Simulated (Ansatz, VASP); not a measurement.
## One calculation of ZnCu2SnS4, two programs

```
CELL_PARAMETERS angstrom
-2.66163 2.66163 5.31406
2.66163 -2.66163 5.31406
2.66163 2.66163 -5.31406
ATOMIC_POSITIONS crystal
Sn 0.50000 0.50000 0.00000
Zn 0.25000 0.75000 0.50000
Cu 0.75000 0.25000 0.50000
Cu 0.00000 0.00000 0.00000
S 0.62799 0.62839 0.51280
S 0.88481 0.37201 0.00040
S 0.11559 0.11519 0.48720
S 0.37161 0.88441 0.99960
```

Change from the starting cell: volume scaled by 0.94.

Alike in both runs: task single point; functional PBEsol; k mesh 7 × 7 × 7; occupations fermi-dirac, width 0.05 eV; no spin polarisation.

```csv
,VASP,Ansatz
version,VASP 6.6.1,Ansatz 0.2.0
potentials or method,"VASP PAW PBE potentials, release 64 (Sn_d, Zn, Cu, S), cutoff 520 eV","all-electron LAPW, scalar-relativistic"
```

Ansatz gave:

```
gap on the k mesh at the Fermi level (eV)                     : 0.48
least direct gap on the mesh (eV)                             : 0.48
pressure (GPa)                                                : 3.6
traceless stress, the component that is largest in VASP (GPa) : -0.05
rms of the force components (eV/Å)                            : 0.377
```

What did VASP give for the same quantities?

gap on the k mesh at the Fermi level (eV): 0.50; least direct gap on the mesh (eV): 0.50; pressure (GPa): 3.7; traceless stress, the component that is largest in VASP (GPa): -0.06; rms of the force components (eV/Å): 0.360.

VASP's potentials were made for PBE, not for PBEsol. Atom by atom the forces differ by 0.018 eV/Å (rms over components). Ansatz ran all-electron here, and VASP with PAW potentials.
